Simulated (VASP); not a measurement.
# NaH (I4/mmm) in VASP: a series of runs

NaH is run at these levels: PBEsol; tasks: single point.

Everything below comes from runs of VASP 6.6.1. Logs are shortened: lines on timing, memory, paths and dates and some standing lists are left out, and cuts for length are marked.

### Step 1. The cell of the first run

It takes space group I4/mmm (No. 139, tetragonal). The conventional cell has a = 3.405 Å, b = 3.405 Å, c = 4.777 Å, α = 90.00°, β = 90.00°, γ = 90.00°. Na (site symmetry 4/mmm) has 6 H at 2.39 to 2.41 Å within 3.2 Å. Within 3.2 Å of H (site symmetry 4/mmm) lie 6 Na at 2.39 to 2.41 Å.

### Step 2. Single point, PBEsol (in-plane strain +0.005, then relaxed in part)

Input file INCAR:

```
SYSTEM = NaH
  PREC = Accurate
  ENCUT = 500
  EDIFF = 1E-6
  ISMEAR = 0
  SIGMA = 0.01
  LREAL = .False.
  LASPH = .True.
  NELM = 120
  ALGO = Normal
  ISIF = 2
  LWAVE = .False.
  LCHARG = .False.
  GGA = PS
  NBANDS = 11
  GGA_COMPAT = .False.
```

Input file KPOINTS:

```
regular mesh
0
Gamma
  8 8 8
  0 0 0
```

Input file POSCAR:

```
NaH
1.0
    2.4076552300      2.4076552300      0.0000000000
   -2.4076552300      2.4076552300      0.0000000000
    0.0000000000      2.4076552300      2.3884898152
Na H
1 1
Direct
    0.0000000000      0.0000000000      0.0000000000
    0.5000000000      0.5000000000      0.0000000000
```

Potentials or basis: VASP PAW PBE potentials, release 64 (Na_pv, H).

Launch:

```bash
$ cat potpaw_PBE.64/Na_pv/POTCAR potpaw_PBE.64/H/POTCAR > POTCAR
$ mpirun -np 1 vasp_std > vasp.out
```

OUTCAR:

```text
SYSTEM = NaH
   PREC = Accurate
   ENCUT = 500
   EDIFF = 1E-6
   ISMEAR = 0
   LREAL = .False.
   LASPH = .True.
   NELM = 120
   ISIF = 2
   GGA = PS

 ion  position               nearest neighbor table
   1  0.000  0.000  0.000-
   2  0.500  0.500  0.000-

  LATTYP: Found a body centered tetragonal cell.
 ALAT       =     3.4049386798
 C/A-ratio  =     1.4029561410

  Lattice vectors:

 A1 = (   2.4076552300,   0.0000000000,  -2.3884898152)
 A2 = (  -2.4076552300,   0.0000000000,  -2.3884898152)
 A3 = (   0.0000000000,   2.4076552300,   2.3884898152)

Analysis of symmetry for initial positions (statically):
=====================================================================
 Subroutine PRICEL returns:
 Original cell was already a primitive cell.

 Routine SETGRP: Setting up the symmetry group for a
 body centered tetragonal supercell.

 Subroutine GETGRP returns: Found 16 space group operations
 (whereof 16 operations were pure point group operations)
 out of a pool of 16 trial point group operations.

The static configuration has the point symmetry D_4h.

Analysis of symmetry for dynamics (positions and initial velocities):
=====================================================================
 Subroutine PRICEL returns:
 Original cell was already a primitive cell.

 Routine SETGRP: Setting up the symmetry group for a
 body centered tetragonal supercell.

 Subroutine GETGRP returns: Found 16 space group operations
 (whereof 16 operations were pure point group operations)
 out of a pool of 16 trial point group operations.

The dynamic configuration has the point symmetry D_4h.

 Subroutine INISYM returns: Found 16 space group operations
 (whereof 16 operations are pure point group operations),
 and found     1 'primitive' translations

----------------------------------------------------------------------------------------

                                     Primitive cell

  volume of cell :      27.6912

  direct lattice vectors                    reciprocal lattice vectors
     2.407655230  2.407655230  0.000000000     0.207670930  0.207670930 -0.209337296
    -2.407655230  2.407655230  0.000000000    -0.207670930  0.207670930 -0.209337296
     0.000000000  2.407655230  2.388489815     0.000000000  0.000000000  0.418674592

  length of vectors
     3.404938680  3.404938680  3.391413762     0.360661245  0.360661245  0.418674592

  position of ions in fractional coordinates (direct lattice)
     0.000000000  0.000000000  0.000000000
     0.500000000  0.500000000  0.000000000

  ion indices of the primitive-cell ions
   primitive index   ion index
                 1           1
                 2           2

----------------------------------------------------------------------------------------

 KPOINTS: regular mesh

Automatic generation of k-mesh.
 Grid dimensions read from file:
 generate k-points for:    8    8    8

 Generating k-lattice:

  Cartesian coordinates                     Fractional coordinates (reciprocal lattice)
     0.025958866  0.025958866 -0.026167162     0.125000000  0.000000000  0.000000000
    -0.025958866  0.025958866 -0.026167162     0.000000000  0.125000000  0.000000000
     0.000000000  0.000000000  0.052334324     0.000000000  0.000000000  0.125000000

  Length of vectors
     0.045082656  0.045082656  0.052334324

  Shift w.r.t. Gamma in fractional coordinates (k-lattice)
     0.000000000  0.000000000  0.000000000

 Subroutine IBZKPT returns following result:
 ===========================================

 Found     59 irreducible k-points:

 Following reciprocal coordinates:
            Coordinates               Weight
  0.000000  0.000000  0.000000      1.000000
  0.125000  0.000000 -0.000000      8.000000
  0.250000  0.000000 -0.000000      8.000000
  0.375000  0.000000  0.000000      8.000000
  0.500000  0.000000 -0.000000      4.000000
  0.125000  0.125000 -0.000000      8.000000
[... 16 lines left out ...]
  0.250000  0.000000  0.125000      4.000000
  0.375000  0.000000  0.125000      8.000000
 [... further k-points ...]
   k-points           NKPTS =     59   k-points in BZ     NKDIM =     59   number of bands    NBANDS=     11
   number of dos      NEDOS =    301   number of ions     NIONS =      2
   total plane-waves  NPLWV =  21952
   dimension x,y,z NGX =    28 NGY =   28 NGZ =   28
   dimension x,y,z NGXF=    56 NGYF=   56 NGZF=   56
   ions per type =               1   1
   NGX,Y,Z   is equivalent  to a cutoff of  13.67, 13.67, 13.73 a.u.
   NGXF,Y,Z  is equivalent  to a cutoff of  27.34, 27.34, 27.45 a.u.
 SYSTEM =  NaH
   PREC   = accura    normal or accurate (medium, high low for compatibility)
   ISTART =      0    job   : 0-new  1-cont  2-samecut
   ICHARG =      2    charge: 1-file 2-atom 10-const
   ISPIN  =      1    spin polarized calculation?
   LNONCOLLINEAR =      F non collinear calculations
   LSORBIT =      F    spin-orbit coupling
   LASPH  =      T    aspherical Exc in radial PAW
   ENCUT  =  500.0 eV  36.75 Ry    6.06 a.u.   6.21  6.21  6.18*2*pi/ulx,y,z
   NELM   =    120;   NELMIN=  2; NELMDL= -5     # of ELM steps
   EDIFF  = 0.1E-05   stopping-criterion for ELM
   LREAL  =      F    real-space projection
   EDIFFG = 0.1E-04   stopping-criterion for IOM
   NSW    =      0    number of steps for IOM
   IBRION =     -1    ionic relax: 0-MD 1-quasi-New 2-CG
   NFREE  =      0    steps in history (QN), initial steepest desc. (CG)
   ISIF   =      2    stress and relaxation
   ISYM   =      2    0-nonsym 1-usesym 2-fastsym
   POTIM  = 0.5000    time-step for ionic-motion
   TEBEG  =    0.0;   TEEND  =   0.0 temperature during run
   PSTRESS=    0.0 pullay stress
   NELECT =       8.0000    total number of electrons
   NUPDOWN=      -1.0000    fix difference up-down
   EMIN   =  10.00;   EMAX   =-10.00  energy-range for DOS
   EFERMI =   0.00;   METHOD = LEGACY
   ISMEAR =     0;   SIGMA  =   0.01  broadening in eV -4-tet -1-fermi 0-gaus
   EFERMI_NEDOS =   21; number of points for ismear=-14 and -15
   IALGO  =     38    algorithm
   IMIX   =      4    mixing-type and parameters
     AMIX     =   0.40;   BMIX     =  1.00
     AMIX_MAG =   1.60;   BMIX_MAG =  1.00
  volume/ion in A,a.u.               =      13.85        93.43
  Fermi-wavevector in a.u.,A,eV,Ry     =   1.082241  2.045140 15.935777  1.171247
  Thomas-Fermi vector in A             =   2.218278
   LORBIT       =      0    0 simple, 1 ext, 2 COOP (PROOUT), +10 PAW based schemes
   GGA     = PS    functional components
   LHFCALC =     F    Hartree Fock is set to
   AEXX    =    0.0000 exact exchange contribution
   IVDW    =     0    specifies the selected vdW correction
   LEPSILON=     F    determine dielectric tensor
   LRPA    =     F    only Hartree local field effects (RPA)
 non-spin polarized calculation
 Gauss-broadening in eV      SIGMA  =   0.01
  energy-cutoff  :      500.00
  volume of cell :       27.69
 maximum number of plane-waves:       725
 NGX is ok and might be reduce to    28
   NGX = 13   NGY = 13   NGZ = 13

 number of electron       7.9999993 magnetization

 Free energy of the ion-electron system (eV)
  ---------------------------------------------------
  ext. energy  EPLUGINS =         0.00000000
  ---------------------------------------------------
  free energy    TOTEN  =        -5.08565371 eV

  energy without entropy =       -5.08565371  energy(sigma->0) =       -5.08565371

 E-fermi :  -0.8921     XC(G=0):  -7.9540

 val. band max:       -1.0304113795   @ k =  -0.2500  -0.2500   0.2500
 cond. band min:       2.5596944354   @ k =   0.5000   0.0000  -0.0000
 fundamental gap:      3.5901058149
 Fermi energy:        -0.8921195110

 k-point     1 :       0.0000    0.0000    0.0000
  band No.  band energies     occupation
      1     -23.0020      2.00000
      2     -23.0020      2.00000
      3     -22.9994      2.00000
      4      -4.8118      2.00000
      5       9.5437      0.00000
      6      14.4883      0.00000
      7      14.4883      0.00000
      8      14.5298      0.00000
      9      15.4933      0.00000
     10      15.4933      0.00000
     11      15.5025      0.00000

 k-point     2 :       0.1250    0.0000   -0.0000
  band No.  band energies     occupation
      1     -23.0165      2.00000
      2     -23.0039      2.00000
      3     -23.0019      2.00000
      4      -4.5358      2.00000
      5       8.6052      0.00000
      6      11.8835      0.00000
      7      13.6998      0.00000
      8      13.7514      0.00000
      9      16.4266      0.00000
     10      16.4448      0.00000
     11      16.5438      0.00000

 k-point     3 :       0.2500    0.0000   -0.0000
  band No.  band energies     occupation
      1     -23.0531      2.00000
      2     -23.0084      2.00000
      3     -23.0061      2.00000
      4      -3.7502      2.00000
      5       6.1638      0.00000
      6      10.4537      0.00000
      7      12.8953      0.00000
      8      12.9793      0.00000
      9      16.3328      0.00000
     10      16.4785      0.00000
     11      17.7886      0.00000

 k-point     4 :       0.3750    0.0000    0.0000
  band No.  band energies     occupation
      1     -23.0892      2.00000
      2     -23.0129      2.00000
      3     -23.0103      2.00000
      4      -2.6414      2.00000
      5       3.7264      0.00000
      6       9.8842      0.00000
      7      12.4098      0.00000
      8      12.5196      0.00000
      9      15.5738      0.00000
     10      15.7248      0.00000
     11      18.1000      0.00000
[... 239 lines left out ...]
 k-point    22 :       0.0000    0.0000    0.1250
  band No.  band energies     occupation
      1     -23.0144      2.00000
      2     -23.0071      2.00000
      3     -23.0071      2.00000
      4      -4.4418      2.00000
      5       8.5166      0.00000
      6      12.3870      0.00000
      7      12.4990      0.00000
      8      12.4990      0.00000
      9      15.9978      0.00000
     10      17.7886      0.00000
     11      18.2588      0.00000

 k-point    23 :       0.2500    0.0000    0.1250
  band No.  band energies     occupation
      1     -23.0346      2.00000
      2     -23.0101      2.00000
      3     -23.0047      2.00000
      4      -4.0952      2.00000
      5       7.4942      0.00000
      6       9.9131      0.00000
      7      13.1126      0.00000
      8      14.4922      0.00000
      9      15.2905      0.00000
     10      16.5347      0.00000
     11      17.9479      0.00000

 k-point    24 :       0.3750    0.0000    0.1250
  band No.  band energies     occupation
      1     -23.0658      2.00000
      2     -23.0190      2.00000
      3     -23.0093      2.00000
      4      -3.1977      2.00000
      5       5.3983      0.00000
      6       8.5075      0.00000
      7      12.8927      0.00000
      8      13.1020      0.00000
      9      15.9171      0.00000
     10      16.5393      0.00000
     11      18.5854      0.00000

 [... further k-points ...]
[... 5 lines left out ...]
  --------------------------------------------------------------------------------------
  -------------------------------------------------------------------------------------
  Total       -0.0537212     -0.0537212     -0.0057808      0.0000000      0.0000000      0.0000000
  in kB       -3.1082362     -3.1082362     -0.3344674      0.0000000      0.0000000      0.0000000
  external PRESSURE =      -2.1836466 kB  Pullay stress =       0.0000000 kB

 VOLUME and BASIS-vectors are now :
 -----------------------------------------------------------------------------
  energy-cutoff  :      500.00
  volume of cell :       27.69
      direct lattice vectors                 reciprocal lattice vectors
     2.407655230  2.407655230  0.000000000     0.207670930  0.207670930 -0.209337296
    -2.407655230  2.407655230  0.000000000    -0.207670930  0.207670930 -0.209337296
     0.000000000  2.407655230  2.388489815     0.000000000  0.000000000  0.418674592

 POSITION                                       TOTAL-FORCE (eV/Angst)
 -----------------------------------------------------------------------------------
      0.00000      0.00000      0.00000         0.000000      0.000000      0.000000
      0.00000      2.40766      0.00000        -0.000000     -0.000000      0.000000
 -----------------------------------------------------------------------------------
    total drift:                               -0.000000      0.000000     -0.000000

  FREE ENERGIE OF THE ION-ELECTRON SYSTEM (eV)
  ---------------------------------------------------
  free  energy   TOTEN  =        -5.0856537089 eV

  energy  without entropy=       -5.0856537089  energy(sigma->0) =       -5.08565371
```

Wall time 34 s (1 thread of Intel Xeon 8259CL, shared host); peak memory 0.15 GiB.

What came out:

* Free energy: -5.0857 eV
* Pressure: -0.2 GPa
* Band gap on the k mesh: 3.59 eV, indirect (least direct gap 4.50 eV)

Levels at points of the mesh, in eV from the valence-band top:
| k point | band 1 | band 2 | band 3 | band 4 | band 5 | band 6 | band 7 | band 8 |
| --- | --- | --- | --- | --- | --- | --- | --- | --- |
| (0.00, 0.00, 0.00) | -21.97 | -21.97 | -21.97 | -3.78 | 10.57 | 15.52 | 15.52 | 15.56 |
| (0.50, 0.00, 0.00) | -22.07 | -21.98 | -21.98 | -0.91 | 3.59 | 10.75 | 13.28 | 13.40 |
| (0.50, 0.50, 0.00) | -22.06 | -22.00 | -22.00 | -0.20 | 4.41 | 9.87 | 10.64 | 10.65 |
| (0.00, 0.00, 0.50) | -22.06 | -22.01 | -22.01 | -0.16 | 4.51 | 9.78 | 10.54 | 10.54 |

Caveat: the cell differs from its parent crystal (in-plane strain +0.005, then relaxed in part); the PAW data sets were made with another functional, which shifts forces and pressure a little.

(Part 1 of 3 ends here.)
